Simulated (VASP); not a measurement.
Crystal: Zn2C.

```xyz
3
Lattice="0.0000 2.5779 2.5779 2.5779 0.0000 2.5779 2.5779 2.5779 0.0000" Properties=species:S:1:pos:R:3 pbc="T T T"
C     0.0000    0.0000    0.0000
Zn    1.2890    1.2890    1.2890
Zn    3.8669    3.8669    3.8669
```

Base run:

```yaml
Program: VASP 6.6.1
Functional: r2SCAN
Potentials_or_basis: VASP PAW PBE potentials, release 64 (C, Zn)
Cutoff: 520 eV
k_mesh: 8 × 8 × 8
Occupations: fermi-dirac, width 0.02 eV
Spin: no spin polarisation
```

Its results: band gap on the k mesh 0.13 eV; pressure 0.7 GPa.

Problem. The run is repeated on the same cell with these changes: functional from r2SCAN to PBE; further incar settings from ALGO = Normal; EDIFF = 1e-07; NBANDS = 21 to ALGO = Normal; EDIFF = 1e-06; NBANDS = 21. What comes out?

Solution. Band gap on the k mesh zero (filled and empty bands touch); pressure 4.9 GPa.

Caveats: the PAW data sets were made with another functional, which shifts forces and pressure a little (at least some runs); the cell stands under pressure (at least some runs).

